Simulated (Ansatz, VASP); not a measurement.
## Two plane-wave programs on GaP

```
CELL_PARAMETERS angstrom
0.00000 2.76111 2.76111
2.76111 0.00000 2.76111
2.76111 2.76111 0.00000
ATOMIC_POSITIONS crystal
Ga 0.00000 0.00000 0.00000
P 0.75000 0.75000 0.75000
```

Alike in both runs: task single point; functional revPBE; k mesh 8 × 8 × 8; occupations fermi-dirac, width 0.05 eV; no spin polarisation.

|  | VASP | Ansatz |
| --- | --- | --- |
| version | VASP 6.6.1 | Ansatz 0.2.0 |
| potentials or method | VASP PAW PBE potentials, release 64 (Ga_d, P) | Ansatz PAW |
| plane-wave cutoff (eV) | 520 | 420 |
| valence electrons in the cell | 18 | 18 |

|  | VASP | Ansatz | Ansatz less VASP |
| --- | --- | --- | --- |
| gap on the k mesh at the Fermi level (eV) | 1.60 | 1.60 | 0.000 |
| least direct gap on the mesh (eV) | 1.60 | 1.60 | 0.000 |
| pressure (GPa) | 0.6 | 0.8 | +0.13 |

VASP's potentials were made for PBE, not for revPBE.
